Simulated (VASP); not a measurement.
Here is a VASP 6.6.1 calculation.

File INCAR:

```
SYSTEM = W
PREC = Accurate
ENCUT = 500
EDIFF = 1E-7
ISMEAR = 0
SIGMA = 0.1
LREAL = .FALSE.
LASPH = .TRUE.
NELM = 120
ALGO = Normal
ISIF = 3
LWAVE = .FALSE.
LCHARG = .FALSE.
GGA = PS
IBRION = 2
NSW = 100
EDIFFG = -0.005
GGA_COMPAT = .FALSE.
NELMIN = 4
```

Contents of KPOINTS:

```
regular mesh
0
G
  18 18 18
  0 0 0
```

Contents of POSCAR:

```
W
1.0
    0.0000000000      2.0000870955      2.0000870955
    2.0000870955      0.0000000000      2.0000870955
    2.0000870955      2.0000870955      0.0000000000
W
1
Direct
    0.0000000000      0.0000000000      0.0000000000
```

Potentials or basis: VASP PAW PBE potentials, release 64 (W_sv).

Run with:

```console
$ cat potpaw_PBE.64/W_sv/POTCAR > POTCAR
$ mpirun -np 1 vasp_std > vasp.out
```

Predict the space group after relaxing (to 0.1 Å).

Fm-3m (No. 225).

Estimate the band gap on the k mesh.

zero (bands 7 and 8 overlap by 3.80 eV).

Predict the relaxed volume.

16.01 Å³/atom.

Final structure:
```xyz
1
Lattice="0.0000 2.0004 2.0004 2.0004 0.0000 2.0004 2.0004 2.0004 0.0000" Properties=species:S:1:pos:R:3 pbc="T T T"
W     0.0000    0.0000    0.0000
```

Caveat: the PAW data sets were made with another functional, which shifts forces and pressure a little; spin-orbit coupling is left out, which moves the levels of the heavy elements.
